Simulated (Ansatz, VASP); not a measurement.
# One calculation of Cd, two programs

```
Cd
1.0
     1.60803    0.92840    2.44929
    -1.60803    0.92840    2.44929
     0.00000   -1.85679    2.44929
Cd
1
Direct
  0.00000 0.00000 0.00000
```

Alike in both runs: functional PBE; k mesh 10 × 10 × 10; occupations fermi-dirac, width 0.1 eV; collinear spin.

```csv
,VASP,Ansatz
version,VASP 6.6.1,Ansatz 0.2.0
potentials or method,"VASP PAW PBE potentials, release 64 (Cd)",SSSP precision PAW
plane-wave cutoff (eV),520,1361
valence electrons in the cell,12,20
task,single point,electrostatic potential
```

|  | VASP | Ansatz | Ansatz less VASP |
| --- | --- | --- | --- |
| gap on the k mesh at the Fermi level (eV) | none | none | - |
| pressure (GPa) | 2.3 | 2.0 | -0.33 |
| traceless stress, the component that is largest in VASP (GPa) | 0.40 | 0.33 | -0.066 |
| net moment per atom (μB) | 0.00 | 0.00 | 0.000 |

A gap of «none» marks a metal or a gap that the smearing closes. VASP's potentials hold 12 valence electrons a cell and Ansatz's 20, so a difference there can come from the potentials and not from the codes.
